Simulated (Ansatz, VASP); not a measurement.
# Two plane-wave programs on Se

```xyz
3
Lattice="4.5132 0.0000 0.0000 -2.2566 3.9086 0.0000 0.0000 0.0000 3.3119" Properties=species:S:1:pos:R:3 pbc="T T T"
Se    4.5132    0.0000    0.0000
Se    0.0000    2.6057    1.6559
Se    2.2566    1.3029    1.6559
```

Alike in both runs: task single point; functional RPBE; k mesh 9 × 9 × 10; occupations fermi-dirac, width 0.1 eV; no spin polarisation.

|  | VASP | Ansatz |
| --- | --- | --- |
| version | VASP 6.6.1 | Ansatz 0.2.0 |
| potentials or method | VASP PAW PBE potentials, release 64 (Se), cutoff 520 eV | plane waves (420 eV) with PAW, scalar-relativistic |
| valence electrons in the cell | 18 | 48 |

VASP gave:

| Item | Value |
| --- | --- |
| pressure (GPa) | 10.0 |
| traceless stress, the component that is largest in VASP (GPa) | -3.17 |

What did Ansatz give for the same quantities?

Pressure (GPa): 10.0; traceless stress, the component that is largest in VASP (GPa): -3.18.

VASP's potentials were made for PBE, not for RPBE. VASP's potentials hold 18 valence electrons a cell and Ansatz's 48, so a difference there can come from the potentials and not from the codes.
